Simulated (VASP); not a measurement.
**Tc: single point with PBE+U**

The system is Tc.

```xyz
1
Lattice="0.0000 1.9102 1.9102 1.9102 0.0000 1.9102 1.9102 1.9102 0.0000" Properties=species:S:1:pos:R:3 pbc="T T T"
Tc    0.0000    0.0000    0.0000
```

This isn't the form of Tc at room conditions, which is hcp.

- Program: VASP 6.6.1
- Task: single point
- Functional: PBE
- Potentials or basis: VASP PAW PBE potentials, release 64 (Tc_pv)
- Cutoff: 520 eV
- k mesh: 9 × 9 × 9
- Occupations: fermi-dirac, width 0.05 eV
- Spin: non-collinear spin, zero start, spin-orbit coupling
- Starting moments: [[0.0, 0.0, 0.0]] μB
- Hubbard terms: Tc d U = 8.0 eV

```yaml
Pressure: 22.8 GPa
Net_moment: 0.00 μB per cell
Valence_electrons_inside_the_program's_atomic_spheres: Tc 12.22
```

Moments on the atoms (μB; x, y, z):
```
Tc  0.00 0.00 0.00
```

Wall time 35 s on 1 thread of AMD EPYC 7R13 Processor (Zen 3), with other jobs on the host, peak memory 0.14 GiB.

Caveat: the cell stands under pressure; the U is typed as a test and isn't derived for this compound. The state reached can hang on the start; a lower one may exist.
